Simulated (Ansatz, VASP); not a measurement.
**Two plane-wave programs on LiNbO3**

INCAR

```
SYSTEM = LiNbO3
ALGO = Normal
EDIFF = 1E-7
ENCUT = 520
GGA = PE
ISIF = 2
ISMEAR = 0
LASPH = .TRUE.
LCHARG = .TRUE.
LELF = .TRUE.
LREAL = .FALSE.
LVHAR = .TRUE.
LWAVE = .FALSE.
NBANDS = 45
NELM = 80
PREC = Accurate
SIGMA = 0.05
```

KPOINTS

```
k-points
0
G
  6 6 6
  0 0 0
```

File POSCAR:

```
LiNbO3
1.0
    2.5130395342      1.4509040516      4.9019349154
   -2.5130395342      1.4509040516      4.9019349154
    0.0000000000     -2.9018081031      4.9019349154
Li Nb O
2 2 6
Direct
    0.2815913687      0.2815913687      0.2815913687
    0.7815913687      0.7815913687      0.7815913687
    0.0004900497      0.0004900497      0.0004900497
    0.5004900497      0.5004900497      0.5004900497
    0.1104619503      0.3580262714      0.7211003599
    0.7211003599      0.1104619503      0.3580262714
    0.3580262714      0.7211003599      0.1104619503
    0.2211003599      0.8580262714      0.6104619503
    0.8580262714      0.6104619503      0.2211003599
    0.6104619503      0.2211003599      0.8580262714
```

Input for Ansatz:

```yaml
crystal:
  lattice:
    - [2.5130395342, 1.4509040516, 4.9019349154]
    - [-2.5130395342, 1.4509040516, 4.9019349154]
    - [0.0, -2.9018081031, 4.9019349154]
  atoms:
    - { symbol: Li, position: [0.2815913687, 0.2815913687, 0.2815913687] }
    - { symbol: Li, position: [0.7815913687, 0.7815913687, 0.7815913687] }
    - { symbol: Nb, position: [0.0004900497, 0.0004900497, 0.0004900497] }
    - { symbol: Nb, position: [0.5004900497, 0.5004900497, 0.5004900497] }
    - { symbol: O, position: [0.1104619503, 0.3580262714, 0.7211003599] }
    - { symbol: O, position: [0.7211003599, 0.1104619503, 0.3580262714] }
    - { symbol: O, position: [0.3580262714, 0.7211003599, 0.1104619503] }
    - { symbol: O, position: [0.2211003599, 0.8580262714, 0.6104619503] }
    - { symbol: O, position: [0.8580262714, 0.6104619503, 0.2211003599] }
    - { symbol: O, position: [0.6104619503, 0.2211003599, 0.8580262714] }
basis:
  ecutwfc: 520.0
kpoints:
  mp_grid: { grid: [6, 6, 6] }
hamiltonian:
  xc: pbe
  pseudopotentials: { kind: paw, azcp: { folder: soft_1 } }
scf:
  occupations: { method: gaussian, width: 0.05 }
output:
  forces: true
  stress: true
  eigenvalues: true
  write_density: true
  write_potential: true
  elf: true
  volumetric_format: npy
```

Alike in both runs: task single point; functional PBE; k mesh 6 × 6 × 6; occupations gaussian, width 0.05 eV; no spin polarisation.

|  | VASP | Ansatz |
| --- | --- | --- |
| version | VASP 6.6.1 | Ansatz 0.2.0 |
| potentials or method | VASP PAW PBE potentials, release 64 (Li_sv, Nb_sv, O), cutoff 520 eV | scalar-relativistic, plane waves, PAW |
| valence electrons in the cell | 68 | 68 |

```tsv
	VASP	Ansatz	Ansatz less VASP
gap on the k mesh at the Fermi level (eV)	3.57	3.59	+0.014
least direct gap on the mesh (eV)	3.58	3.59	+0.014
rms of the force components (eV/Å)	0.234	0.229	-0.0044
```

Atom by atom the forces differ by 0.014 eV/Å (rms over components). With one functional, cell and mesh, what is left measures potentials, basis and numerics.

Noted on VASP's run: the cutoff is short for stress, so the pressure is rough.
